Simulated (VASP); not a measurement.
# SnO2 (R3m) in VASP: notebook, part 2 of 2

VASP 6.6.1. The steps go on from the part before.

### Step 3. Single point, PBEsol (volume 13.138 Å^3 an atom, c/a of the conventional cell 1.8269)

File INCAR:

```
SYSTEM = SnO2
ALGO = Normal ; EDIFF = 1E-6
ENCUT = 520 ; GGA = PS
ISIF = 2 ; ISMEAR = 0
LASPH = .TRUE. ; LCHARG = .FALSE.
LREAL = .FALSE. ; LWAVE = .FALSE.
NBANDS = 64 ; NELM = 100
PREC = Accurate ; SIGMA = 0.05
```

File KPOINTS:

```
k-points
0
G
  6 6 6
  0 0 0
```

File POSCAR:

```
SnO2
1.0
    3.3432233386      1.9302108946      4.0718231449
   -3.3432233386      1.9302108946      4.0718231449
    0.0000000000     -3.8604217890      4.0718231449
Sn O
4 8
Direct
    0.8646807174      0.8646807174      0.8646807174
    0.3648245829      0.3648245829      0.8648190111
    0.3648245829      0.8648190111      0.3648245829
    0.8648190111      0.3648245829      0.3648245829
    0.1235003534      0.6233501671      0.6233501671
    0.6233501671      0.1235003534      0.6233501671
    0.6233501671      0.6233501671      0.1235003534
    0.6062113146      0.6062113146      0.6062113146
    0.1234715296      0.1234715296      0.1234715296
    0.1060883083      0.1060883083      0.6062369573
    0.1060883083      0.6062369573      0.1060883083
    0.6062369573      0.1060883083      0.1060883083
```

Potentials or basis: VASP PAW PBE potentials, release 64 (Sn_d, O).

On the command line:

```bash
$ cat potpaw_PBE.64/Sn_d/POTCAR potpaw_PBE.64/O/POTCAR > POTCAR
$ mpirun -np 1 vasp_std > vasp.out
```

OUTCAR:

```text
SYSTEM = SnO2
   EDIFF = 1E-6
   ENCUT = 520
   GGA = PS
   ISIF = 2
   ISMEAR = 0
   LASPH = .TRUE.
   LREAL = .FALSE.
   NELM = 100
   PREC = Accurate

 ion  position               nearest neighbor table
   1  0.865  0.865  0.865-  11 2.13  12 2.13  10 2.13   6 2.14   5 2.14   7 2.14   2 3.34   2 3.34
                             3 3.34   4 3.34   3 3.34   4 3.34
   2  0.365  0.365  0.865-   9 2.13  11 2.14  12 2.14   6 2.14   5 2.14   8 2.14   3 3.34   4 3.34
                             1 3.34   1 3.34   4 3.34   3 3.34
   3  0.365  0.865  0.365-   9 2.13  10 2.14  12 2.14   7 2.14   5 2.14   8 2.14   4 3.34   2 3.34
                             1 3.34   1 3.34   4 3.34   2 3.34
   4  0.865  0.365  0.365-   9 2.13  10 2.14  11 2.14   7 2.14   6 2.14   8 2.14   3 3.34   2 3.34
                             1 3.34   1 3.34   3 3.34   2 3.34
   5  0.124  0.623  0.623-   2 2.14   3 2.14   1 2.14
   6  0.623  0.124  0.623-   2 2.14   4 2.14   1 2.14
   7  0.623  0.623  0.124-   3 2.14   4 2.14   1 2.14
   8  0.606  0.606  0.606-   3 2.14   4 2.14   2 2.14
   9  0.123  0.123  0.123-   3 2.13   4 2.13   2 2.13
  10  0.106  0.106  0.606-   1 2.13   3 2.14   4 2.14
  11  0.106  0.606  0.106-   1 2.13   2 2.14   4 2.14
  12  0.606  0.106  0.106-   1 2.13   2 2.14   3 2.14

  LATTYP: Found a trigonal (rhomboedric) cell.
 ALAT       =     5.6109357609
 COS(alpha) =     0.2899479553

  Lattice vectors:

 A1 = (   3.3432233386,   1.9302108946,   4.0718231449)
 A2 = (  -3.3432233386,   1.9302108946,   4.0718231449)
 A3 = (   0.0000000000,  -3.8604217890,   4.0718231449)

Analysis of symmetry for initial positions (statically):
=====================================================================
 Subroutine PRICEL returns:
 Original cell was already a primitive cell.

 Routine SETGRP: Setting up the symmetry group for a
 trigonal (rhombohedral) supercell.

 Subroutine GETGRP returns: Found  6 space group operations
 (whereof  6 operations were pure point group operations)
 out of a pool of 12 trial point group operations.

The static configuration has the point symmetry C_3v.

Analysis of symmetry for dynamics (positions and initial velocities):
=====================================================================
 Subroutine PRICEL returns:
 Original cell was already a primitive cell.

 Routine SETGRP: Setting up the symmetry group for a
 trigonal (rhombohedral) supercell.

 Subroutine GETGRP returns: Found  6 space group operations
 (whereof  6 operations were pure point group operations)
 out of a pool of 12 trial point group operations.

The dynamic configuration has the point symmetry C_3v.

 Subroutine INISYM returns: Found  6 space group operations
 (whereof  6 operations are pure point group operations),
 and found     1 'primitive' translations

----------------------------------------------------------------------------------------

                                     Primitive cell

  volume of cell :     157.6559

  direct lattice vectors                    reciprocal lattice vectors
     3.343223339  1.930210895  4.071823145     0.149556266  0.086346351  0.081863411
    -3.343223339  1.930210895  4.071823145    -0.149556266  0.086346351  0.081863411
     0.000000000 -3.860421789  4.071823145     0.000000000 -0.172692701  0.081863411

  length of vectors
     5.610935761  5.610935761  5.610935761     0.191113545  0.191113545  0.191113545
[... 88 lines left out ...]
   ions per type =               4   8
   NGX,Y,Z   is equivalent  to a cutoff of  12.44, 12.44, 12.44 a.u.
   NGXF,Y,Z  is equivalent  to a cutoff of  24.89, 24.89, 24.89 a.u.
 SYSTEM =  SnO2
   PREC   = accura    normal or accurate (medium, high low for compatibility)
   ISTART =      0    job   : 0-new  1-cont  2-samecut
   ICHARG =      2    charge: 1-file 2-atom 10-const
   ISPIN  =      1    spin polarized calculation?
   LNONCOLLINEAR =      F non collinear calculations
   LSORBIT =      F    spin-orbit coupling
   LASPH  =      T    aspherical Exc in radial PAW
   ENCUT  =  520.0 eV  38.22 Ry    6.18 a.u.  10.43 10.43 10.43*2*pi/ulx,y,z
   NELM   =    100;   NELMIN=  2; NELMDL= -5     # of ELM steps
   EDIFF  = 0.1E-05   stopping-criterion for ELM
   LREAL  =      F    real-space projection
   EDIFFG = 0.1E-04   stopping-criterion for IOM
   NSW    =      0    number of steps for IOM
   IBRION =     -1    ionic relax: 0-MD 1-quasi-New 2-CG
   NFREE  =      0    steps in history (QN), initial steepest desc. (CG)
   ISIF   =      2    stress and relaxation
   ISYM   =      2    0-nonsym 1-usesym 2-fastsym
   POTIM  = 0.5000    time-step for ionic-motion
   TEBEG  =    0.0;   TEEND  =   0.0 temperature during run
   PSTRESS=    0.0 pullay stress
   NELECT =     104.0000    total number of electrons
   NUPDOWN=      -1.0000    fix difference up-down
   EMIN   =  10.00;   EMAX   =-10.00  energy-range for DOS
   EFERMI =   0.00;   METHOD = LEGACY
   ISMEAR =     0;   SIGMA  =   0.05  broadening in eV -4-tet -1-fermi 0-gaus
   EFERMI_NEDOS =   21; number of points for ismear=-14 and -15
   IALGO  =     38    algorithm
   IMIX   =      4    mixing-type and parameters
     AMIX     =   0.40;   BMIX     =  1.00
     AMIX_MAG =   1.60;   BMIX_MAG =  1.00
  volume/ion in A,a.u.               =      13.14        88.66
  Fermi-wavevector in a.u.,A,eV,Ry     =   1.425113  2.693072 27.632696  2.030946
  Thomas-Fermi vector in A             =   2.545532
   LORBIT       =      0    0 simple, 1 ext, 2 COOP (PROOUT), +10 PAW based schemes
   GGA     = PS    functional components
   LHFCALC =     F    Hartree Fock is set to
   AEXX    =    0.0000 exact exchange contribution
   IVDW    =     0    specifies the selected vdW correction
   LEPSILON=     F    determine dielectric tensor
   LRPA    =     F    only Hartree local field effects (RPA)
 non-spin polarized calculation
 Gauss-broadening in eV      SIGMA  =   0.05
  energy-cutoff  :      520.00
  volume of cell :      157.66
 maximum number of plane-waves:      4284
 NGX is ok and might be reduce to    42
   NGX = 21   NGY = 21   NGZ = 21

 number of electron     104.0000012 magnetization

 Free energy of the ion-electron system (eV)
  ---------------------------------------------------
  ext. energy  EPLUGINS =         0.00000000
  ---------------------------------------------------
  free energy    TOTEN  =       -76.89852789 eV

  energy without entropy =      -76.89852789  energy(sigma->0) =      -76.89852789

 E-fermi :   5.0788     XC(G=0): -10.9720

 val. band max:        4.7819218458   @ k =   0.0000   0.0000   0.0000
 cond. band min:       5.6566608031   @ k =   0.0000   0.0000   0.0000
 fundamental gap:      0.8747389573
 Fermi energy:         5.0788187397

 k-point     1 :       0.0000    0.0000    0.0000
  band No.  band energies     occupation
      1     -15.9049      2.00000
      2     -15.9049      2.00000
      3     -15.9049      2.00000
      4     -15.5027      2.00000
      5     -15.2221      2.00000
      6     -15.2221      2.00000
[... 1597 lines left out ...]
     63      13.9577      0.00000
     64      14.1676      0.00000

 [... further k-points ...]

------------------------ aborting loop because EDIFF is reached ----------------------------------------

  FORCE on cell =-STRESS in cart. coord.  units (eV):
  Direction    XX          YY          ZZ          XY          YZ          ZX
  --------------------------------------------------------------------------------------
  -------------------------------------------------------------------------------------
  Total      -10.0313133    -10.0313133     -0.3808182      0.0000000     -0.0000000      0.0000000
  in kB     -101.9431546   -101.9431546     -3.8700627      0.0000000     -0.0000000      0.0000000
  external PRESSURE =     -69.2521240 kB  Pullay stress =       0.0000000 kB

 VOLUME and BASIS-vectors are now :
 -----------------------------------------------------------------------------
  energy-cutoff  :      520.00
  volume of cell :      157.66
      direct lattice vectors                 reciprocal lattice vectors
     3.343223339  1.930210895  4.071823145     0.149556266  0.086346351  0.081863411
    -3.343223339  1.930210895  4.071823145    -0.149556266  0.086346351  0.081863411
     0.000000000 -3.860421789  4.071823145     0.000000000 -0.172692701  0.081863411

 POSITION                                       TOTAL-FORCE (eV/Angst)
 -----------------------------------------------------------------------------------
      0.00000      0.00000     10.56248         0.000000      0.000000      0.001713
      0.00000     -1.93019      6.49239         0.000000     -0.001653     -0.000205
     -1.67159      0.96509      6.49239        -0.001431      0.000826     -0.000205
      1.67159      0.96509      6.49239         0.001431      0.000826     -0.000205
     -1.67111     -0.96482      5.57921        -0.000745     -0.000430     -0.193235
      1.67111     -0.96482      5.57921         0.000745     -0.000430     -0.193235
      0.00000      1.92963      5.57921         0.000000      0.000861     -0.193235
      0.00000      0.00000      7.40516         0.000000      0.000000      0.193348
      0.00000      0.00000      1.50826         0.000000     -0.000000     -0.192266
      0.00000     -1.93078      3.33244         0.000000      0.000843      0.192508
     -1.67211      0.96539      3.33244         0.000730     -0.000422      0.192508
      1.67211      0.96539      3.33244        -0.000730     -0.000422      0.192508
 -----------------------------------------------------------------------------------
    total drift:                                0.000000     -0.000000      0.004149

  FREE ENERGIE OF THE ION-ELECTRON SYSTEM (eV)
  ---------------------------------------------------
  free  energy   TOTEN  =       -76.8985278943 eV

  energy  without entropy=      -76.8985278943  energy(sigma->0) =      -76.89852789
```

It took 6.4 min on 1 thread of Oxide Virtual Turin-like, shared host; peak memory 0.35 GiB.

What came out:

| Quantity | Value |
| --- | --- |
| Free energy | -76.8985 eV |
| Pressure | -6.9 GPa |
| Largest force | 0.193 eV/Å |
| Band gap on the k mesh | 0.87 eV |

Forces on the atoms (eV/Å):
```
Sn   0.000  0.000  0.002
Sn   0.000 -0.002  0.000
Sn  -0.001  0.001  0.000
Sn   0.001  0.001  0.000
O   -0.001  0.000 -0.193
O    0.001  0.000 -0.193
O    0.000  0.001 -0.193
O    0.000  0.000  0.193
O    0.000  0.000 -0.192
O    0.000  0.001  0.193
O    0.001  0.000  0.193
O   -0.001  0.000  0.193
```

Stress tensor (GPa, compression positive):
```
-10.19   0.00   0.00
  0.00 -10.19   0.00
  0.00   0.00  -0.39
```

Levels at points of the mesh, in eV from the valence-band top:
| k point | band 50 | band 51 | band 52 | band 53 | band 54 | band 55 |
| --- | --- | --- | --- | --- | --- | --- |
| (0.00, 0.00, 0.00) | -0.06 | -0.06 | 0.00 | 0.87 | 4.31 | 4.31 |
| (0.50, 0.00, 0.00) | -0.25 | -0.08 | -0.08 | 3.49 | 3.49 | 5.04 |
| (0.50, 0.50, 0.00) | -0.47 | -0.15 | -0.15 | 4.01 | 4.01 | 4.99 |
| (0.50, 0.50, 0.50) | -1.02 | -1.02 | -1.02 | 3.12 | 4.90 | 4.90 |

Caveat: the PAW data sets were made with another functional, which shifts forces and pressure a little; spin-orbit coupling is left out, which moves the levels of the heavy elements.

### Step 4. Single point, PBEsol (volume 14.715 Å^3 an atom, c/a of the conventional cell 1.9411)

File INCAR:

```
SYSTEM = SnO2
  PREC = Accurate
  ENCUT = 520
  EDIFF = 1E-7
  ISMEAR = 0
  SIGMA = 0.05
  LREAL = .False.
  LASPH = .True.
  NELM = 60
  ALGO = Normal
  ISIF = 2
  LWAVE = .False.
  LCHARG = .False.
  GGA = PS
  NBANDS = 64
```

File KPOINTS:

```
regular mesh
0
Gamma
  6 6 6
  0 0 0
```

Changes to POSCAR since step 3:

```diff
@@ -2,5 +2,5 @@
 1.0
-    3.3432233386      1.9302108946      4.0718231449
-   -3.3432233386      1.9302108946      4.0718231449
-    0.0000000000     -3.8604217890      4.0718231449
+    3.4024995751      1.9644340456      4.4030612835
+   -3.4024995751      1.9644340456      4.4030612835
+    0.0000000000     -3.9288680912      4.4030612835
 Sn O
```

On the command line:

```bash
$ cat potpaw_PBE.64/Sn_d/POTCAR potpaw_PBE.64/O/POTCAR > POTCAR
$ mpirun -np 1 vasp_std > vasp.out
```

It took 14 min on 1 thread of Oxide Virtual Turin-like, shared host; peak memory 0.42 GiB.

Results (log left out):

```yaml
Free_energy: -75.9657 eV
Pressure: -16.6 GPa
Largest_force: 0.789 eV/Å
Band_gap_on_the_k_mesh: 0.62 eV
```

Forces in eV/Å, atoms in the order of the input:
```
Sn   0.000  0.000  0.004
Sn   0.000 -0.001 -0.001
Sn  -0.001  0.001 -0.001
Sn   0.001  0.001 -0.001
O   -0.001 -0.001  0.789
O    0.001 -0.001  0.789
O    0.000  0.001  0.789
O    0.000  0.000 -0.789
O    0.000  0.000  0.789
O    0.000  0.001 -0.789
O    0.001 -0.001 -0.789
O   -0.001 -0.001 -0.789
```

Stress tensor (GPa, compression positive):
```
-20.87   0.00   0.00
  0.00 -20.87   0.00
  0.00   0.00  -7.94
```

Levels at points of the mesh, in eV from the valence-band top:
```csv
k point,band 50,band 51,band 52,band 53,band 54,band 55
"(0.00, 0.00, 0.00)",-0.11,-0.11,0.00,0.62,3.74,3.74
"(0.50, 0.00, 0.00)",-0.36,-0.09,-0.09,2.96,2.96,4.31
"(0.50, 0.50, 0.00)",-0.48,-0.17,-0.17,3.34,3.34,4.30
"(0.50, 0.50, 0.50)",-0.93,-0.93,-0.93,2.46,4.12,4.12
```

Caveat: the PAW data sets were made with another functional, which shifts forces and pressure a little; spin-orbit coupling is left out, which moves the levels of the heavy elements.

### Step 5. Single point, PBEsol (volume 14.715 Å^3 an atom, c/a of the conventional cell 1.7193)

File INCAR:

```
ALGO = Normal ; EDIFF = 1E-6
ENCUT = 520 ; GGA = PS
ISIF = 2 ; ISMEAR = 0
LASPH = True ; LCHARG = True
LELF = True ; LREAL = False
LVHAR = True ; LWAVE = False
NBANDS = 64 ; NELM = 60
PREC = Accurate ; SIGMA = 0.05
```

File KPOINTS:

```
k-points
0
Gamma
  6 6 6
```

Changes to POSCAR since step 4:

```diff
@@ -2,5 +2,5 @@
 1.0
-    3.4024995751      1.9644340456      4.4030612835
-   -3.4024995751      1.9644340456      4.4030612835
-    0.0000000000     -3.9288680912      4.4030612835
+    3.5429375325      2.0455159381      4.0609149997
+   -3.5429375325      2.0455159381      4.0609149997
+    0.0000000000     -4.0910318762      4.0609149998
 Sn O
```

On the command line:

```bash
$ cat potpaw_PBE.64/Sn_d/POTCAR potpaw_PBE.64/O/POTCAR > POTCAR
$ mpirun -np 1 vasp_std > vasp.out
```

Run time: 17 min. Hardware: 1 thread of Oxide Virtual Turin-like, shared host; peak memory 0.43 GiB.

Results (log left out):

| Property | Result |
| --- | --- |
| Free energy | -74.5245 eV |
| Pressure | -21.1 GPa |
| Largest force | 0.497 eV/Å |
| Band gap on the k mesh | 0.06 eV |

Forces on the atoms (eV/Å):
```
Sn   0.000  0.000  0.003
Sn   0.000 -0.002 -0.001
Sn  -0.001  0.001 -0.001
Sn   0.001  0.001 -0.001
O   -0.001  0.000  0.494
O    0.001  0.000  0.494
O    0.000  0.001  0.494
O    0.000  0.000 -0.493
O    0.000  0.000  0.497
O    0.000  0.001 -0.495
O    0.001  0.000 -0.495
O   -0.001  0.000 -0.495
```

Stress tensor (GPa, compression positive):
```
-27.17   0.00   0.00
  0.00 -27.17   0.00
  0.00   0.00  -8.84
```

Levels at points of the mesh, in eV from the valence-band top:
| k point | band 50 | band 51 | band 52 | band 53 | band 54 | band 55 |
| --- | --- | --- | --- | --- | --- | --- |
| (0.00, 0.00, 0.00) | -0.08 | -0.08 | -0.08 | 0.06 | 3.18 | 3.18 |
| (0.50, 0.00, 0.00) | -0.18 | -0.06 | -0.06 | 2.30 | 2.30 | 3.69 |
| (0.50, 0.50, 0.00) | -0.37 | -0.15 | -0.15 | 2.85 | 2.85 | 3.65 |
| (0.50, 0.50, 0.50) | -1.03 | -1.03 | -1.03 | 2.23 | 3.67 | 3.67 |

Caveat: the PAW data sets were made with another functional, which shifts forces and pressure a little; spin-orbit coupling is left out, which moves the levels of the heavy elements.

### Step 6. Overview

```csv
cell,gap on the mesh (eV),pressure (GPa),largest force (eV/Å)
"a = 5.551 Å, angles 75.9°, 12 atoms",0.43,-10.4,0.23
"a = 5.611 Å, angles 73.1°, 12 atoms",0.87,-6.9,0.19
"a = 5.901 Å, angles 70.4°, 12 atoms",0.62,-16.6,0.79
"a = 5.764 Å, angles 75.9°, 12 atoms",0.06,-21.1,0.50
```

Alike in all rows: task single point; level PBEsol; potentials or basis VASP PAW PBE potentials, release 64 (Sn_d, O); no spin polarisation; k mesh 6 × 6 × 6; cutoff (eV) 520; smearing gaussian 0.05 eV.

Caveats: the PAW data sets were made with another functional, which shifts forces and pressure a little; spin-orbit coupling is left out, which moves the levels of the heavy elements.

Total energies depend on the potentials used, so only differences within one code and one set of settings carry meaning.
